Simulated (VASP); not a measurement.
Here is a VASP 6.6.1 calculation.

File INCAR:

```
ALGO = Normal
EDIFF = 1E-7
ENCUT = 520
ISIF = 2
ISMEAR = 0
ISPIN = 2
LASPH = True
LCHARG = False
LDAU = True
LDAUJ = 0 0
LDAUL = 2 -1
LDAUPRINT = 1
LDAUTYPE = 2
LDAUU = 6 0
LMAXMIX = 4
LORBIT = 11
LREAL = False
LWAVE = False
MAGMOM = 1 1 0 0
NBANDS = 29
NELM = 150
PREC = Accurate
SIGMA = 0.05
```

KPOINTS

```
k-points
0
Gamma
  8 8 5
```

The input POSCAR:

```
CuO
1.0
    2.3446497600     -1.7133998200      0.0000000000
    2.3446497600      1.7133998200      0.0000000000
   -0.8605499100      0.0000000000      5.0594394800
Cu O
2 2
Direct
    0.0032000000      0.4968000000      0.0000000000
    0.4968000000      0.0032000000      0.5000000000
    0.5714000000      0.4056000000      0.2537000000
    0.4056000000      0.5714000000      0.7537000000
```

Potentials or basis: VASP PAW LDA potentials, release 64 (Cu, O).

The run is started by

```sh
$ cat potpaw_LDA.64/Cu/POTCAR potpaw_LDA.64/O/POTCAR > POTCAR
$ mpirun -np 1 vasp_std > vasp.out
```

(1) Estimate the net moment.

(2) Estimate the site moments.

(3) What does it give for the pressure?

(4) What does it give for the largest force?

Results:

(1) 2.00 μB per cell.

(2) Cu +0.67; O +0.29 μB.

(3) -12.1 GPa.

(4) 0.715 eV/Å.
